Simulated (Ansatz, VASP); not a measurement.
AlAu2: VASP beside Ansatz

```xyz
3
Lattice="-1.6193 1.6193 4.4441 1.6193 -1.6193 4.4441 1.6193 1.6193 -4.4441" Properties=species:S:1:pos:R:3 pbc="T T T"
Al    0.0000    0.0000    0.0000
Au    0.0000    0.0000    5.8400
Au    0.0000    0.0000    3.0483
```

Alike in both runs: task single point; functional LDA; k mesh 16 × 16 × 16; occupations gaussian, width 0.15 eV; no spin polarisation.

|  | VASP | Ansatz |
| --- | --- | --- |
| version | VASP 6.6.1 | Ansatz 0.2.0 |
| potentials or method | VASP PAW LDA potentials, release 64 (Al, Au), cutoff 520 eV | scalar-relativistic, plane waves, PAW |
| valence electrons in the cell | 25 | 41 |

Ansatz gave:

- gap on the k mesh at the Fermi level (eV): none
- pressure (GPa): 1.8
- traceless stress, the component that is largest in VASP (GPa): -3.02
- rms of the force components (eV/Å): 0.175

**Question.** What did VASP give for the same quantities?

**Answer.** gap on the k mesh at the Fermi level (eV): none; pressure (GPa): 2.2; traceless stress, the component that is largest in VASP (GPa): -2.92; rms of the force components (eV/Å): 0.169.

LDA's correlation is that of Perdew and Zunger in VASP and of Perdew and Wang (1992) in Ansatz. Atom by atom the forces differ by 0.006 eV/Å (rms over components). A gap of «none» marks a metal or a gap that the smearing closes. VASP's potentials hold 25 valence electrons a cell and Ansatz's 41, so a difference there can come from the potentials and not from the codes.

Neither program's run includes spin-orbit coupling.
